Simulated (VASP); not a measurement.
# TaN (P-6m2) in VASP: further runs

The runs below take TaN through single point, with PBEsol.

Program: VASP 6.6.1. These are calculated values, not measurements. Logs are shortened: lines on timing, memory, paths and dates and some standing lists are left out, and cuts for length are marked.

### 1 The cell of the first run

The structure is hexagonal, space group P-6m2 (No. 187). Conventional cell: a = 2.814 Å, b = 2.814 Å, c = 2.942 Å, α = 90.00°, β = 90.00°, γ = 120.00°. Within 3.0 Å of Ta (site symmetry -6m2) lie 6 N at 2.19 Å and 8 Ta at 2.81 to 2.94 Å. N (site symmetry -6m2) has 6 Ta at 2.19 Å and 8 N at 2.81 to 2.94 Å within 3.0 Å.

### 2 Single point, PBEsol

INCAR reads:

```
SYSTEM = TaN
PREC = Accurate
ENCUT = 520
EDIFF = 1E-7
ISMEAR = 0
SIGMA = 0.15
LREAL = .FALSE.
LASPH = .TRUE.
NELM = 60
ALGO = Normal
ISIF = 2
LWAVE = .FALSE.
LCHARG = .FALSE.
GGA = PS
NBANDS = 15
```

KPOINTS reads:

```
regular mesh
0
G
  18 18 16
  0 0 0
```

POSCAR reads:

```
TaN
1.0
    2.8144000000      0.0000000000      0.0000000000
   -1.4072000000      2.4373418964      0.0000000000
    0.0000000000      0.0000000000      2.9425000000
Ta N
1 1
Direct
    0.3333333333      0.6666666667      0.5000000000
    0.0000000000      0.0000000000      0.0000000000
```

Potentials or basis: VASP PAW PBE potentials, release 64 (Ta_pv, N).

Run with:

```sh
> cat potpaw_PBE.64/Ta_pv/POTCAR potpaw_PBE.64/N/POTCAR > POTCAR
> mpirun -np 1 vasp_std > vasp.out
```

OUTCAR:

```text
SYSTEM = TaN
   PREC = Accurate
   ENCUT = 520
   EDIFF = 1E-7
   ISMEAR = 0
   LREAL = .FALSE.
   LASPH = .TRUE.
   NELM = 60
   ISIF = 2
   GGA = PS

 ion  position               nearest neighbor table
   1  0.333  0.667  0.500-   2 2.19   2 2.19   2 2.19   2 2.19   2 2.19   2 2.19
   2  0.000  0.000  0.000-   1 2.19   1 2.19   1 2.19   1 2.19   1 2.19   1 2.19

  LATTYP: Found a hexagonal cell.
 ALAT       =     2.8144000000
 C/A-ratio  =     1.0455159181

  Lattice vectors:

 A1 = (   2.8144000000,   0.0000000000,   0.0000000000)
 A2 = (  -1.4072000000,   2.4373418964,   0.0000000000)
 A3 = (   0.0000000000,   0.0000000000,   2.9425000000)

Analysis of symmetry for initial positions (statically):
=====================================================================
 Subroutine PRICEL returns:
 Original cell was already a primitive cell.

 Routine SETGRP: Setting up the symmetry group for a
 hexagonal supercell.

 Subroutine GETGRP returns: Found 12 space group operations
 (whereof 12 operations were pure point group operations)
 out of a pool of 24 trial point group operations.

The static configuration has the point symmetry D_3h.

Analysis of symmetry for dynamics (positions and initial velocities):
=====================================================================
 Subroutine PRICEL returns:
 Original cell was already a primitive cell.

 Routine SETGRP: Setting up the symmetry group for a
 hexagonal supercell.

 Subroutine GETGRP returns: Found 12 space group operations
 (whereof 12 operations were pure point group operations)
 out of a pool of 24 trial point group operations.

The dynamic configuration has the point symmetry D_3h.

 Subroutine INISYM returns: Found 12 space group operations
 (whereof 12 operations are pure point group operations),
 and found     1 'primitive' translations

----------------------------------------------------------------------------------------

                                     Primitive cell

  volume of cell :      20.1845

  direct lattice vectors                    reciprocal lattice vectors
     2.814400000  0.000000000  0.000000000     0.355315520  0.205141511  0.000000000
    -1.407200000  2.437341896  0.000000000     0.000000000  0.410283022  0.000000000
     0.000000000  0.000000000  2.942500000     0.000000000  0.000000000  0.339847069

  length of vectors
     2.814400000  2.814400000  2.942500000     0.410283022  0.410283022  0.339847069

  position of ions in fractional coordinates (direct lattice)
     0.333333333  0.666666667  0.500000000
     0.000000000  0.000000000  0.000000000

  ion indices of the primitive-cell ions
   primitive index   ion index
                 1           1
                 2           2

----------------------------------------------------------------------------------------

 KPOINTS: regular mesh

Automatic generation of k-mesh.
 Grid dimensions read from file:
 generate k-points for:   18   18   16

 Generating k-lattice:

  Cartesian coordinates                     Fractional coordinates (reciprocal lattice)
     0.019739751  0.011396751  0.000000000     0.055555556  0.000000000  0.000000000
     0.000000000  0.022793501  0.000000000     0.000000000  0.055555556  0.000000000
     0.000000000  0.000000000  0.021240442     0.000000000  0.000000000  0.062500000

  Length of vectors
     0.022793501  0.022793501  0.021240442

  Shift w.r.t. Gamma in fractional coordinates (k-lattice)
     0.000000000  0.000000000  0.000000000

 Subroutine IBZKPT returns following result:
 ===========================================

 Found    333 irreducible k-points:

 Following reciprocal coordinates:
            Coordinates               Weight
  0.000000  0.000000  0.000000      1.000000
  0.055556  0.000000  0.000000      6.000000
  0.111111  0.000000  0.000000      6.000000
  0.166667  0.000000  0.000000      6.000000
  0.222222 -0.000000  0.000000      6.000000
  0.277778 -0.000000  0.000000      6.000000
[... 16 lines left out ...]
  0.333333  0.111111  0.000000     12.000000
  0.388889  0.111111  0.000000     12.000000
 [... further k-points ...]
   k-points           NKPTS =    333   k-points in BZ     NKDIM =    333   number of bands    NBANDS=     15
   number of dos      NEDOS =    301   number of ions     NIONS =      2
   total plane-waves  NPLWV =  13824
   dimension x,y,z NGX =    24 NGY =   24 NGZ =   24
   dimension x,y,z NGXF=    48 NGYF=   48 NGZF=   48
   ions per type =               1   1
   NGX,Y,Z   is equivalent  to a cutoff of  14.18, 14.18, 13.56 a.u.
   NGXF,Y,Z  is equivalent  to a cutoff of  28.35, 28.35, 27.12 a.u.
 SYSTEM =  TaN
   PREC   = accura    normal or accurate (medium, high low for compatibility)
   ISTART =      0    job   : 0-new  1-cont  2-samecut
   ICHARG =      2    charge: 1-file 2-atom 10-const
   ISPIN  =      1    spin polarized calculation?
   LNONCOLLINEAR =      F non collinear calculations
   LSORBIT =      F    spin-orbit coupling
   LASPH  =      T    aspherical Exc in radial PAW
   ENCUT  =  520.0 eV  38.22 Ry    6.18 a.u.   5.23  5.23  5.47*2*pi/ulx,y,z
   NELM   =     60;   NELMIN=  2; NELMDL= -5     # of ELM steps
   EDIFF  = 0.1E-06   stopping-criterion for ELM
   LREAL  =      F    real-space projection
   EDIFFG = 0.1E-05   stopping-criterion for IOM
   NSW    =      0    number of steps for IOM
   IBRION =     -1    ionic relax: 0-MD 1-quasi-New 2-CG
   NFREE  =      0    steps in history (QN), initial steepest desc. (CG)
   ISIF   =      2    stress and relaxation
   ISYM   =      2    0-nonsym 1-usesym 2-fastsym
   POTIM  = 0.5000    time-step for ionic-motion
   TEBEG  =    0.0;   TEEND  =   0.0 temperature during run
   PSTRESS=    0.0 pullay stress
   NELECT =      16.0000    total number of electrons
   NUPDOWN=      -1.0000    fix difference up-down
   EMIN   =  10.00;   EMAX   =-10.00  energy-range for DOS
   EFERMI =   0.00;   METHOD = LEGACY
   ISMEAR =     0;   SIGMA  =   0.15  broadening in eV -4-tet -1-fermi 0-gaus
   EFERMI_NEDOS =   21; number of points for ismear=-14 and -15
   IALGO  =     38    algorithm
   IMIX   =      4    mixing-type and parameters
     AMIX     =   0.40;   BMIX     =  1.00
     AMIX_MAG =   1.60;   BMIX_MAG =  1.00
  volume/ion in A,a.u.               =      10.09        68.11
  Fermi-wavevector in a.u.,A,eV,Ry     =   1.515102  2.863128 31.232643  2.295534
  Thomas-Fermi vector in A             =   2.624671
   LORBIT       =      0    0 simple, 1 ext, 2 COOP (PROOUT), +10 PAW based schemes
   GGA     = PS    functional components
   LHFCALC =     F    Hartree Fock is set to
   AEXX    =    0.0000 exact exchange contribution
   IVDW    =     0    specifies the selected vdW correction
   LEPSILON=     F    determine dielectric tensor
   LRPA    =     F    only Hartree local field effects (RPA)
 non-spin polarized calculation
 Gauss-broadening in eV      SIGMA  =   0.15
  energy-cutoff  :      520.00
  volume of cell :       20.18
 maximum number of plane-waves:       555
 NGX is ok and might be reduce to    24
   NGX = 11   NGY = 11   NGZ = 11

 number of electron      16.0000003 magnetization

 Free energy of the ion-electron system (eV)
  ---------------------------------------------------
  ext. energy  EPLUGINS =         0.00000000
  ---------------------------------------------------
  free energy    TOTEN  =       -23.62643366 eV

  energy without entropy =      -23.62577465  energy(sigma->0) =      -23.62610415

 E-fermi :   8.7093     XC(G=0): -13.8759

 val. band max:        8.7007681844   @ k =   0.0556   0.0000   0.5000
 cond. band min:       8.7519794016   @ k =   0.0556   0.0000   0.4375
 fundamental gap:      0.0512112172
 Fermi energy:         8.7093351966

 k-point     1 :       0.0000    0.0000    0.0000
  band No.  band energies     occupation
      1     -26.0042      2.00000
      2     -25.4344      2.00000
      3     -25.4344      2.00000
      4      -9.3822      2.00000
      5       4.0123      2.00000
      6       4.4686      2.00000
      7       4.4686      2.00000
      8       5.4409      2.00000
      9      12.1025      0.00000
     10      12.2983      0.00000
     11      12.2983      0.00000
     12      13.0523      0.00000
     13      13.0523      0.00000
     14      22.1437      0.00000
     15      22.4862      0.00000

 k-point     2 :       0.0556    0.0000    0.0000
  band No.  band energies     occupation
      1     -25.9973      2.00000
      2     -25.4856      2.00000
      3     -25.4450      2.00000
      4      -9.3053      2.00000
      5       4.0530      2.00000
      6       4.3254      2.00000
      7       4.5256      2.00000
      8       5.3272      2.00000
      9      12.1099      0.00000
     10      12.3172      0.00000
     11      12.3875      0.00000
     12      13.0078      0.00000
     13      13.1473      0.00000
     14      22.1590      0.00000
     15      22.4912      0.00000

 k-point     3 :       0.1111    0.0000    0.0000
  band No.  band energies     occupation
      1     -25.9773      2.00000
      2     -25.6308      2.00000
      3     -25.4756      2.00000
      4      -9.0836      2.00000
      5       3.6550      2.00000
      6       4.4877      2.00000
      7       4.6858      2.00000
      8       5.0185      2.00000
      9      11.6853      0.00000
     10      12.3864      0.00000
     11      12.8819      0.00000
     12      13.0616      0.00000
     13      13.3889      0.00000
     14      22.1855      0.00000
     15      22.4941      0.00000
[... 343 lines left out ...]
 k-point    23 :       0.3333    0.1111    0.0000
  band No.  band energies     occupation
      1     -26.7557      2.00000
      2     -25.8458      2.00000
      3     -25.7887      2.00000
      4      -6.8776      2.00000
      5       0.6652      2.00000
      6       2.9609      2.00000
      7       4.6443      2.00000
      8       6.4206      2.00000
      9      10.9833      0.00000
     10      11.3723      0.00000
     11      14.5479      0.00000
     12      15.0668      0.00000
     13      17.2953      0.00000
     14      22.2967      0.00000
     15      23.0548      0.00000

 k-point    24 :       0.3889    0.1111    0.0000
  band No.  band energies     occupation
      1     -26.8594      2.00000
      2     -25.8836      2.00000
      3     -25.7692      2.00000
      4      -6.6176      2.00000
      5       0.4263      2.00000
      6       2.7968      2.00000
      7       4.4443      2.00000
      8       6.4518      2.00000
      9      10.8055      0.00000
     10      12.3710      0.00000
     11      14.1855      0.00000
     12      15.1245      0.00000
     13      18.2500      0.00000
     14      21.9840      0.00000
     15      22.4603      0.00000

 [... further k-points ...]

------------------------ aborting loop because EDIFF is reached ----------------------------------------

  FORCE on cell =-STRESS in cart. coord.  units (eV):
  Direction    XX          YY          ZZ          XY          YZ          ZX
  --------------------------------------------------------------------------------------
  -------------------------------------------------------------------------------------
  Total        4.3996348      4.3996348     -0.9037937      0.0000000     -0.0000000      0.0000000
  in kB      349.2275214    349.2275214    -71.7399622      0.0000000     -0.0000000      0.0000000
  external PRESSURE =     208.9050269 kB  Pullay stress =       0.0000000 kB

 VOLUME and BASIS-vectors are now :
 -----------------------------------------------------------------------------
  energy-cutoff  :      520.00
  volume of cell :       20.18
      direct lattice vectors                 reciprocal lattice vectors
     2.814400000  0.000000000  0.000000000     0.355315520  0.205141511  0.000000000
    -1.407200000  2.437341896  0.000000000     0.000000000  0.410283022  0.000000000
     0.000000000  0.000000000  2.942500000     0.000000000  0.000000000  0.339847069

 POSITION                                       TOTAL-FORCE (eV/Angst)
 -----------------------------------------------------------------------------------
     -0.00000      1.62489      1.47125         0.000000      0.000000      0.000000
      0.00000      0.00000      0.00000         0.000000      0.000000      0.000000
 -----------------------------------------------------------------------------------
    total drift:                                0.000000     -0.000000     -0.000000

  FREE ENERGIE OF THE ION-ELECTRON SYSTEM (eV)
  ---------------------------------------------------
  free  energy   TOTEN  =       -23.6264336557 eV

  energy  without entropy=      -23.6257746518  energy(sigma->0) =      -23.62610415
```

Run time: 89 s. Hardware: 1 thread of Intel Xeon 8259CL, shared host; peak memory 0.23 GiB.

What came out:

```yaml
Free_energy: -23.6264 eV
Pressure: 20.9 GPa
Band_gap_on_the_k_mesh: zero (bands 8 and 9 overlap by 0.49 eV)
```

Levels at points of the mesh, in eV from the Fermi level:
| k point | band 4 | band 5 | band 6 | band 7 | band 8 | band 9 | band 10 | band 11 | band 12 | band 13 |
| --- | --- | --- | --- | --- | --- | --- | --- | --- | --- | --- |
| (0.00, 0.00, 0.00) | -18.09 | -4.70 | -4.24 | -4.24 | -3.27 | 3.39 | 3.59 | 3.59 | 4.34 | 4.34 |
| (0.50, 0.00, 0.00) | -15.35 | -8.53 | -6.00 | -3.82 | -2.85 | 3.06 | 5.08 | 5.26 | 6.36 | 7.91 |
| (0.00, 0.00, 0.50) | -15.22 | -9.75 | -3.32 | -3.32 | -0.14 | -0.14 | 1.68 | 4.02 | 4.02 | 9.17 |
| (0.50, 0.00, 0.50) | -15.94 | -7.60 | -6.46 | -5.51 | -0.39 | 4.64 | 6.07 | 6.39 | 7.85 | 11.05 |

Caveat: the cell stands under pressure; the PAW data sets were made with another functional, which shifts forces and pressure a little; spin-orbit coupling is left out, which moves the levels of the heavy elements.

### 3 Single point, PBEsol

This run uses another cell than the first one, of 10.23 Å³/atom.

INCAR reads:

```
PREC = Accurate ; ENCUT = 520
EDIFF = 1E-6 ; ISMEAR = 0
SIGMA = 0.15 ; LREAL = False
LASPH = True ; NELM = 60
ALGO = Normal ; ISIF = 2
LWAVE = False ; LCHARG = False
GGA = PS ; NBANDS = 15
```

KPOINTS reads:

```
regular mesh
0
Gamma
  18 18 16
```

POSCAR reads:

```
TaN
1.0
    2.9240351141      0.0000000000      0.0000000000
   -1.4620175570      2.5322886904      0.0000000000
    0.0000000000      0.0000000000      2.7631000000
Ta N
1 1
Direct
    0.3333333333      0.6666666667      0.5000000000
    0.0000000000      0.0000000000      0.0000000000
```

Potentials or basis: VASP PAW PBE potentials, release 64 (Ta_pv, N).

Run with:

```sh
> cat potpaw_PBE.64/Ta_pv/POTCAR potpaw_PBE.64/N/POTCAR > POTCAR
> mpirun -np 1 vasp_std > vasp.out
```

Wall time 78 s (1 thread of Intel Xeon 8259CL, shared host); peak memory 0.23 GiB.

It converged, with:

```yaml
Free_energy: -23.7130 eV
Pressure: 17.7 GPa
Band_gap_on_the_k_mesh: zero (bands 8 and 9 overlap by 0.34 eV)
```

Stress tensor (GPa, compression positive):
```
 7.86  0.00  0.00
 0.00  7.86  0.00
 0.00  0.00 37.48
```

Levels at points of the mesh, in eV from the Fermi level:
```csv
k point,band 6,band 7,band 8,band 9,band 10,band 11
"(0.00, 0.00, 0.00)",-5.09,-4.39,-2.70,2.32,4.09,4.09
"(0.50, 0.00, 0.00)",-5.08,-3.70,-3.43,3.41,3.99,5.42
"(0.00, 0.00, 0.50)",-4.23,-4.23,-0.06,-0.06,3.15,3.19
"(0.50, 0.00, 0.50)",-6.32,-6.25,-0.08,4.51,5.55,6.83
```

Caveat: the cell stands under pressure; the PAW data sets were made with another functional, which shifts forces and pressure a little; spin-orbit coupling is left out, which moves the levels of the heavy elements.
